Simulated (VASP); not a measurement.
# Si (Imma) in VASP: single point with PBE

Aim: the single point of Si with PBE.

Everything below comes from runs of VASP 6.6.1. Logs are shortened: lines on timing, memory, paths and dates and some standing lists are left out, and cuts for length are marked.

### 1 The cell of the first run

Symmetry: Imma, No. 74, orthorhombic system. Conventional cell: a = 4.743 Å, b = 4.743 Å, c = 2.659 Å, α = 90.00°, β = 90.00°, γ = 90.00°. Si (site symmetry mm2) has 10 Si at 2.40 to 3.30 Å within 3.3 Å.

### 2 Single point, PBE (atom 1 (Si) moved by (+0.000, -0.300) A along [1 1 0] and z)

The input, INCAR:

```
SYSTEM = Si
PREC = Accurate ; ENCUT = 520
EDIFF = 1E-6 ; ISMEAR = 0
SIGMA = 0.15 ; LREAL = .FALSE.
LASPH = .TRUE. ; NELM = 100
ALGO = Normal ; ISIF = 2
LWAVE = .FALSE. ; LCHARG = .FALSE.
GGA = PE ; NBANDS = 11
```

The input, KPOINTS:

```
Automatic mesh
0
G
  20 20 20
  0 0 0
```

The input, POSCAR:

```
Si
1.0
   -2.3713723045      2.3713723045      1.3292653899
    2.3713723045     -2.3713723045      1.3292653899
    2.3713723045      2.3713723045     -1.3292653899
Si
2
Direct
    0.1371557169      0.6371557169      0.5000000000
    0.5000000000      0.5000000000      0.0000000000
```

Potentials or basis: VASP PAW PBE potentials, release 64 (Si).

On the command line:

```console
cat potpaw_PBE.64/Si/POTCAR > POTCAR
mpirun -np 1 vasp_std > vasp.out
```

OUTCAR:

```text
SYSTEM = Si
   PREC = Accurate
   ENCUT = 520
   EDIFF = 1E-6
   ISMEAR = 0
   LREAL = .FALSE.
   LASPH = .TRUE.
   NELM = 100
   ISIF = 2
   GGA = PE

 ion  position               nearest neighbor table
   1  0.137  0.637  0.500-   2 2.40   2 2.40   2 2.56   2 2.56   2 2.91   2 2.91
   2  0.500  0.500  0.000-   1 2.40   1 2.40   1 2.56   1 2.56   1 2.91   1 2.91

  LATTYP: Found a body centered tetragonal cell.
 ALAT       =     4.7427446090
 C/A-ratio  =     0.5605468983

  Lattice vectors:

 A1 = (  -2.3713723045,   2.3713723045,   1.3292653899)
 A2 = (   2.3713723045,  -2.3713723045,   1.3292653899)
 A3 = (   2.3713723045,   2.3713723045,  -1.3292653899)

Analysis of symmetry for initial positions (statically):
=====================================================================
 Subroutine PRICEL returns:
 Original cell was already a primitive cell.

 Routine SETGRP: Setting up the symmetry group for a
 body centered tetragonal supercell.

 Subroutine GETGRP returns: Found  8 space group operations
 (whereof  4 operations were pure point group operations)
 out of a pool of 16 trial point group operations.

The static configuration has the point symmetry C_2v.
 The point group associated with its full space group is D_2h.

Analysis of symmetry for dynamics (positions and initial velocities):
=====================================================================
 Subroutine PRICEL returns:
 Original cell was already a primitive cell.

 Routine SETGRP: Setting up the symmetry group for a
 body centered tetragonal supercell.

 Subroutine GETGRP returns: Found  8 space group operations
 (whereof  4 operations were pure point group operations)
 out of a pool of 16 trial point group operations.

The dynamic configuration has the point symmetry C_2v.
 The point group associated with its full space group is D_2h.

 Subroutine INISYM returns: Found  8 space group operations
 (whereof  4 operations are pure point group operations),
 and found     1 'primitive' translations

----------------------------------------------------------------------------------------

                                     Primitive cell

  volume of cell :      29.9000

  direct lattice vectors                    reciprocal lattice vectors
    -2.371372304  2.371372304  1.329265390     0.000000000  0.210848376  0.376147610
     2.371372304 -2.371372304  1.329265390     0.210848376  0.000000000  0.376147610
     2.371372304  2.371372304 -1.329265390     0.210848376  0.210848376  0.000000000

  length of vectors
     3.607458896  3.607458896  3.607458896     0.431212317  0.431212317  0.298184633

  position of ions in fractional coordinates (direct lattice)
     0.137155717  0.637155717  0.500000000
     0.500000000  0.500000000  0.000000000

  ion indices of the primitive-cell ions
   primitive index   ion index
                 1           1
                 2           2

----------------------------------------------------------------------------------------

 KPOINTS: Automatic mesh

Automatic generation of k-mesh.
 Grid dimensions read from file:
 generate k-points for:   20   20   20

 Generating k-lattice:

  Cartesian coordinates                     Fractional coordinates (reciprocal lattice)
     0.000000000  0.010542419  0.018807381     0.050000000  0.000000000  0.000000000
     0.010542419  0.000000000  0.018807381     0.000000000  0.050000000  0.000000000
     0.010542419  0.010542419  0.000000000     0.000000000  0.000000000  0.050000000

  Length of vectors
     0.021560616  0.021560616  0.014909232

  Shift w.r.t. Gamma in fractional coordinates (k-lattice)
     0.000000000  0.000000000  0.000000000

 Subroutine IBZKPT returns following result:
 ===========================================

 Found   1166 irreducible k-points:

 Following reciprocal coordinates:
            Coordinates               Weight
  0.000000  0.000000  0.000000      1.000000
  0.050000  0.000000  0.000000      4.000000
  0.050000  0.000000 -0.050000      4.000000
  0.100000  0.000000 -0.000000      4.000000
  0.100000  0.000000 -0.100000      4.000000
  0.150000  0.000000  0.000000      4.000000
[... 16 lines left out ...]
  0.100000  0.050000  0.000000      8.000000
  0.150000  0.000000 -0.100000      8.000000
 [... further k-points ...]
   k-points           NKPTS =   1166   k-points in BZ     NKDIM =   1166   number of bands    NBANDS=     11
   number of dos      NEDOS =    301   number of ions     NIONS =      2
   total plane-waves  NPLWV =  21952
   dimension x,y,z NGX =    28 NGY =   28 NGZ =   28
   dimension x,y,z NGXF=    56 NGYF=   56 NGZF=   56
   ions per type =               2
   NGX,Y,Z   is equivalent  to a cutoff of  12.90, 12.90, 12.90 a.u.
   NGXF,Y,Z  is equivalent  to a cutoff of  25.81, 25.81, 25.81 a.u.
 SYSTEM =  Si
   PREC   = accura    normal or accurate (medium, high low for compatibility)
   ISTART =      0    job   : 0-new  1-cont  2-samecut
   ICHARG =      2    charge: 1-file 2-atom 10-const
   ISPIN  =      1    spin polarized calculation?
   LNONCOLLINEAR =      F non collinear calculations
   LSORBIT =      F    spin-orbit coupling
   LASPH  =      T    aspherical Exc in radial PAW
   ENCUT  =  520.0 eV  38.22 Ry    6.18 a.u.   6.71  6.71  6.71*2*pi/ulx,y,z
   NELM   =    100;   NELMIN=  2; NELMDL= -5     # of ELM steps
   EDIFF  = 0.1E-05   stopping-criterion for ELM
   LREAL  =      F    real-space projection
   EDIFFG = 0.1E-04   stopping-criterion for IOM
   NSW    =      0    number of steps for IOM
[... 5 lines left out ...]
   TEBEG  =    0.0;   TEEND  =   0.0 temperature during run
   PSTRESS=    0.0 pullay stress
   NELECT =       8.0000    total number of electrons
   NUPDOWN=      -1.0000    fix difference up-down
   EMIN   =  10.00;   EMAX   =-10.00  energy-range for DOS
   EFERMI =   0.00;   METHOD = LEGACY
   ISMEAR =     0;   SIGMA  =   0.15  broadening in eV -4-tet -1-fermi 0-gaus
   EFERMI_NEDOS =   21; number of points for ismear=-14 and -15
   IALGO  =     38    algorithm
   IMIX   =      4    mixing-type and parameters
     AMIX     =   0.40;   BMIX     =  1.00
     AMIX_MAG =   1.60;   BMIX_MAG =  1.00
  volume/ion in A,a.u.               =      14.95       100.89
  Fermi-wavevector in a.u.,A,eV,Ry     =   1.054908  1.993486 15.140973  1.112830
  Thomas-Fermi vector in A             =   2.190086
   LORBIT       =      0    0 simple, 1 ext, 2 COOP (PROOUT), +10 PAW based schemes
   GGA     = PE    functional components
   LHFCALC =     F    Hartree Fock is set to
   AEXX    =    0.0000 exact exchange contribution
   IVDW    =     0    specifies the selected vdW correction
   LEPSILON=     F    determine dielectric tensor
   LRPA    =     F    only Hartree local field effects (RPA)
 non-spin polarized calculation
 Gauss-broadening in eV      SIGMA  =   0.15
  energy-cutoff  :      520.00
  volume of cell :       29.90
 maximum number of plane-waves:       820
   NGX = 13   NGY = 13   NGZ = 13

 number of electron       8.0000000 magnetization

 Free energy of the ion-electron system (eV)
  ---------------------------------------------------
  ext. energy  EPLUGINS =         0.00000000
  ---------------------------------------------------
  free energy    TOTEN  =       -10.22505655 eV

  energy without entropy =      -10.21664520  energy(sigma->0) =      -10.22085088

 E-fermi :   9.4239     XC(G=0): -10.9857

 val. band max:        9.4228094319   @ k =  -0.3500  -0.0500   0.5000
 cond. band min:       9.4247918109   @ k =  -0.4000   0.1500   0.0500
 fundamental gap:      0.0019823790
 Fermi energy:         9.4238701985

 k-point     1 :       0.0000    0.0000    0.0000
  band No.  band energies     occupation
      1      -4.5125      2.00000
      2       6.7951      2.00000
      3       7.1092      2.00000
      4       7.6569      2.00000
      5      10.9469      0.00000
      6      17.0818      0.00000
      7      18.1707      0.00000
      8      18.5805      0.00000
      9      19.0631      0.00000
     10      19.1786      0.00000
     11      20.3438      0.00000

 k-point     2 :       0.0500    0.0000    0.0000
  band No.  band energies     occupation
      1      -4.4456      2.00000
      2       6.5509      2.00000
      3       7.0711      2.00000
      4       8.0102      2.00000
      5      11.1118      0.00000
      6      16.5665      0.00000
      7      17.5948      0.00000
      8      18.0026      0.00000
      9      18.7685      0.00000
     10      19.5121      0.00000
     11      20.8241      0.00000

 k-point     3 :       0.0500    0.0000   -0.0500
  band No.  band energies     occupation
      1      -4.4456      2.00000
      2       6.7600      2.00000
      3       6.7811      2.00000
      4       8.1040      2.00000
      5      11.1000      0.00000
      6      16.5537      0.00000
      7      17.5781      0.00000
      8      18.0360      0.00000
      9      18.9987      0.00000
     10      19.2702      0.00000
     11      20.7576      0.00000

 k-point     4 :       0.1000    0.0000   -0.0000
  band No.  band energies     occupation
      1      -4.2448      2.00000
      2       6.1960      2.00000
      3       6.9836      2.00000
      4       8.6832      2.00000
      5      11.5781      0.00000
      6      15.4791      0.00000
      7      16.0526      0.00000
      8      17.4151      0.00000
      9      18.0044      0.00000
     10      19.2451      0.00000
     11      20.8743      0.00000
[... 239 lines left out ...]
 k-point    22 :       0.0500    0.0500   -0.0000
  band No.  band energies     occupation
      1      -4.2768      2.00000
      2       6.4523      2.00000
      3       7.1655      2.00000
      4       8.3532      2.00000
      5      11.3679      0.00000
      6      15.5923      0.00000
      7      16.2317      0.00000
      8      17.3970      0.00000
      9      18.3814      0.00000
     10      18.9510      0.00000
     11      20.4986      0.00000

 k-point    23 :       0.1000    0.0500    0.0000
  band No.  band energies     occupation
      1      -3.9746      2.00000
      2       6.1802      2.00000
      3       7.3397      2.00000
      4       8.9156      2.00000
      5      11.9298      0.00000
      6      14.3214      0.00000
      7      14.6149      0.00000
      8      16.4359      0.00000
      9      17.6133      0.00000
     10      18.1932      0.00000
     11      20.2339      0.00000

 k-point    24 :       0.1500    0.0000   -0.1000
  band No.  band energies     occupation
      1      -3.9748      2.00000
      2       6.2422      2.00000
      3       7.1853      2.00000
      4       9.0551      1.99949
      5      11.8922      0.00000
      6      14.0702      0.00000
      7      14.8621      0.00000
      8      16.5784      0.00000
      9      17.5307      0.00000
     10      18.1541      0.00000
     11      20.0917      0.00000

 [... further k-points ...]

------------------------ aborting loop because EDIFF is reached ----------------------------------------

  FORCE on cell =-STRESS in cart. coord.  units (eV):
  Direction    XX          YY          ZZ          XY          YZ          ZX
  --------------------------------------------------------------------------------------
  -------------------------------------------------------------------------------------
  Total       -0.2857854      1.9170740      0.0516006      0.0000000      0.0000000      0.0000000
  in kB      -15.3136740    102.7255064      2.7649954      0.0000000      0.0000000      0.0000000
  external PRESSURE =      30.0589426 kB  Pullay stress =       0.0000000 kB

 VOLUME and BASIS-vectors are now :
 -----------------------------------------------------------------------------
  energy-cutoff  :      520.00
  volume of cell :       29.90
      direct lattice vectors                 reciprocal lattice vectors
    -2.371372304  2.371372304  1.329265390     0.000000000  0.210848376  0.376147610
     2.371372304 -2.371372304  1.329265390     0.210848376  0.000000000  0.376147610
     2.371372304  2.371372304 -1.329265390     0.210848376  0.210848376  0.000000000

 POSITION                                       TOTAL-FORCE (eV/Angst)
 -----------------------------------------------------------------------------------
      2.37137      0.00000      0.36463         0.000000     -0.000000      0.206330
      0.00000      0.00000      1.32927        -0.000000      0.000000     -0.206330
 -----------------------------------------------------------------------------------
    total drift:                                0.000000      0.000000     -0.000000

  FREE ENERGIE OF THE ION-ELECTRON SYSTEM (eV)
  ---------------------------------------------------
  free  energy   TOTEN  =       -10.2250565498 eV

  energy  without entropy=      -10.2166452049  energy(sigma->0) =      -10.22085088
```

It took 8.2 min on 1 thread of Intel Xeon 8259CL, shared host; peak memory 0.4 GiB.

What came out:

```yaml
Free_energy: -10.2251 eV
Pressure: 3.0 GPa
Largest_force: 0.206 eV/Å
Band_gap_on_the_k_mesh: zero (bands 4 and 5 overlap by 7.03 eV)
```

Forces in eV/Å, atoms in the order of the input:
```
Si   0.000  0.000  0.206
Si   0.000  0.000 -0.206
```

Caveat: the cell differs from its parent crystal (atom 1 (Si) moved by (+0.000, -0.300) A along [1 1 0] and z); the stress differs along the axes, from -2 to 10 GPa.
